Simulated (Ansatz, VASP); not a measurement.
# BN: VASP beside Ansatz

The input INCAR:

```
SYSTEM = BN
  PREC = Accurate
  ENCUT = 520
  EDIFF = 1E-6
  ISMEAR = 0
  SIGMA = 0.05
  LREAL = .False.
  LASPH = .True.
  NELM = 80
  ALGO = Normal
  ISIF = 2
  LWAVE = .False.
  LCHARG = .False.
  GGA = PE
  IVDW = 12
  NBANDS = 21
```

The input KPOINTS:

```
regular mesh
0
Gamma
  10 10 3
  0 0 0
```

The input POSCAR:

```
BN
1.0
   -1.2530569071     -2.1703582278      0.0000000000
    1.2530569071     -2.1703582278      0.0000000000
    0.0000000000      0.0000000000     10.3846513545
B N
3 3
Direct
    1.0000000000      1.0000000000      0.4760664495
    0.3333333333      0.3333333333      0.7933504557
    0.6666666667      0.6666666667      0.1587824433
    1.0000000000      1.0000000000      0.7930692581
    0.3333333333      0.3333333333      0.1585012456
    0.6666666667      0.6666666667      0.4757852518
```

Input for Ansatz:

```yaml
crystal:
  lattice:
    - [-1.2530569071, -2.1703582278, 0.0]
    - [1.2530569071, -2.1703582278, 0.0]
    - [0.0, 0.0, 10.3846513545]
  atoms:
    - { symbol: B, position: [1.0, 1.0, 0.4760664495] }
    - { symbol: B, position: [0.3333333333, 0.3333333333, 0.7933504557] }
    - { symbol: B, position: [0.6666666667, 0.6666666667, 0.1587824433] }
    - { symbol: "N", position: [1.0, 1.0, 0.7930692581] }
    - { symbol: "N", position: [0.3333333333, 0.3333333333, 0.1585012456] }
    - { symbol: "N", position: [0.6666666667, 0.6666666667, 0.4757852518] }
basis:
  ecutwfc: 420
kpoints:
  mp_grid: { grid: [10, 10, 3] }
hamiltonian:
  xc: pbe
  dispersion: d3bj
scf:
  occupations: { method: gaussian, width: 0.05 }
output:
  forces: true
  stress: true
  eigenvalues: true
  write_density: true
  write_potential: true
  elf: true
  volumetric_format: npy
```

Alike in both runs: task single point; functional PBE; dispersion D3(BJ); k mesh 10 × 10 × 3; occupations gaussian, width 0.05 eV; no spin polarisation.

```csv
,VASP,Ansatz
version,VASP 6.6.1,Ansatz 0.2.0
potentials or method,"VASP PAW PBE potentials, release 64 (B, N), cutoff 520 eV","scalar-relativistic, plane waves, PAW"
valence electrons in the cell,24,24
```

```csv
,VASP,Ansatz,Ansatz less VASP
gap on the k mesh at the Fermi level (eV),4.29,4.30,+0.007
least direct gap on the mesh (eV),4.75,4.75,+0.001
pressure (GPa),-0.1,-0.1,-0.06
"traceless stress, the component that is largest in VASP (GPa)",-0.71,-0.52,+0.185
rms of the force components (eV/Å),0.018,0.017,-0.0001
```

Atom by atom the forces differ by 0.000 eV/Å (rms over components).
